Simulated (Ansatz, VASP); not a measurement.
# Y in VASP and in Ansatz

File INCAR:

```
SYSTEM = Y
PREC = Accurate
ENCUT = 520
EDIFF = 1E-6
ISMEAR = -1
SIGMA = 0.1
LREAL = .FALSE.
LASPH = .TRUE.
NELM = 80
ALGO = Normal
ISIF = 2
LWAVE = .FALSE.
LCHARG = .TRUE.
GGA = PE
LELF = .TRUE.
LVHAR = .TRUE.
NBANDS = 12
```

The input KPOINTS:

```
regular mesh
0
G
  11 11 11
  0 0 0
```

File POSCAR:

```
Y
1.0
    3.2720785542      0.0000000000      0.0000000000
    0.0000000000      3.2720785542      0.0000000000
    0.0000000000      0.0000000000      3.2720785542
Y
1
Direct
    0.0000000000      0.0000000000      0.0000000000
```

Input for Ansatz:

```yaml
crystal:
  lattice:
    - [3.2720785542, 0.0, 0.0]
    - [0.0, 3.2720785542, 0.0]
    - [0.0, 0.0, 3.2720785542]
  atoms:
    - { symbol: "Y", position: [0.0, 0.0, 0.0] }
hamiltonian:
  xc: pbe
  pseudopotentials:
    kind: paw
    azcp:
      "Y": "pseudopotentials/Y.paw.azcp"
basis:
  ecutwfc: 420
  fft_grid_basis: typed
kpoints:
  mp_grid: { grid: [11, 11, 11], shift: [0, 0, 0] }
magnetization:
  spin_polarized: false
scf:
  occupations: { method: fermi_dirac, width: 0.1 }
  lower_state_search: "off"
output:
  stress: true
  write_density: true
  write_potential: true
  elf: true
  volumetric_format: npy
```

Alike in both runs: task single point; functional PBE; k mesh 11 × 11 × 11; occupations fermi-dirac, width 0.1 eV; no spin polarisation.

|  | VASP | Ansatz |
| --- | --- | --- |
| version | VASP 6.6.1 | Ansatz 0.2.0 |
| potentials or method | VASP PAW PBE potentials, release 64 (Y_sv), cutoff 520 eV | plane waves (420 eV) with PAW, scalar-relativistic |
| valence electrons in the cell | 11 | 11 |

```tsv
	VASP	Ansatz	Ansatz less VASP
pressure (GPa)	-0.1	-0.1	+0.05
```
